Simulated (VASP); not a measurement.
The system is LiBr2.

```
Br Li
1.0
     0.00000    0.00000    5.62480
     5.65118    0.00000    0.00000
     2.82559    5.27927   -2.81240
Br Li
4 2
Direct
  0.11501 0.09919 0.23002
  0.88499 0.90081 0.76998
  0.38499 0.32921 0.76998
  0.61501 0.67079 0.23002
  0.25000 0.00000 0.00000
  0.75000 0.00000 0.00000
```

- Program: VASP 6.6.1
- Task: relaxation of cell and atoms
- Functional: LDA
- Potentials or basis: VASP PAW LDA potentials, release 64 (Br, Li_sv)
- Cutoff: 600 eV
- k mesh: 4 × 4 × 4
- Occupations: fermi-dirac, width 0.1 eV
- Spin: no spin polarisation

At the start: pressure 3.1 GPa; volume 27.97 Å³/atom.

How do energy, volume and symmetry change on relaxing?

Over 27 steps the energy falls by 335.2 meV/atom and the volume is 23.42 Å³/atom (-16.3 %); space group Ibam (No. 72, to 0.1 Å) before and after.

The path:
```
step  energy change (eV)  largest force (eV/Å)  pressure (GPa)  volume (Å³)
   1              0.0000                1.4979            3.10       167.81
   2             -0.4411                0.6399            0.09       181.28
   3             -0.4991                0.2929           -1.06       189.37
   4             -0.5718                0.3155           -1.10       184.51
   5             -0.8192                0.3792           -1.14       170.32
   6             -1.3560                0.4261           -0.05       143.65
   7              0.8825                2.1256           25.45        97.13
   8             -1.3508                0.6283            1.28       138.11
   9             -1.2947                0.6218            7.29       116.72
  10             -1.4365                0.6122            2.95       129.24
  11             -1.4386                0.5919            4.08       125.00
  12             -1.4631                0.5601            4.25       124.18
  13             -1.4964                0.5307            4.96       121.70
  14             -1.5475                0.5084            4.41       122.94
  15             -1.6743                0.4561            2.97       126.71
  16             -1.8218                0.4083            0.65       134.43
  17             -1.7925                0.4399           -2.30       150.68
  18             -1.8546                0.4115           -0.90       141.62
  19             -1.8836                0.3936           -0.83       141.42
  20             -1.9530                0.3211           -0.53       140.75
  21             -1.9814                0.1347            0.50       139.17
  22             -1.9917                0.1904            0.01       139.82
  23             -1.9921                0.1765            0.08       139.72
  24             -2.0020                0.1188            0.04       139.95
  25             -2.0111                0.0016            0.00       140.42
  26             -2.0111                0.0105            0.01       140.46
  27             -2.0112                0.0072           -0.02       140.49
```

Final structure:
```xyz
6
Lattice="0.0000 0.0000 6.8301 4.7923 0.0000 0.0000 2.3962 4.2922 -3.4151" Properties=species:S:1:pos:R:3 pbc="T T T"
Br    1.4201    1.1026    0.0000
Br    5.7684    3.1896    3.4151
Br    3.8162    3.1896    0.0000
Br    3.3723    1.1026    3.4151
Li    0.0000    0.0000    1.7075
Li    0.0000    0.0000    5.1226
```

Caveat: the cutoff is under 1.25 times the usual one of these potentials, so pressure, stress and relaxed cells hold a basis-set (Pulay) error; the volume moved by over 15 % at a fixed basis, so the end points are rough.
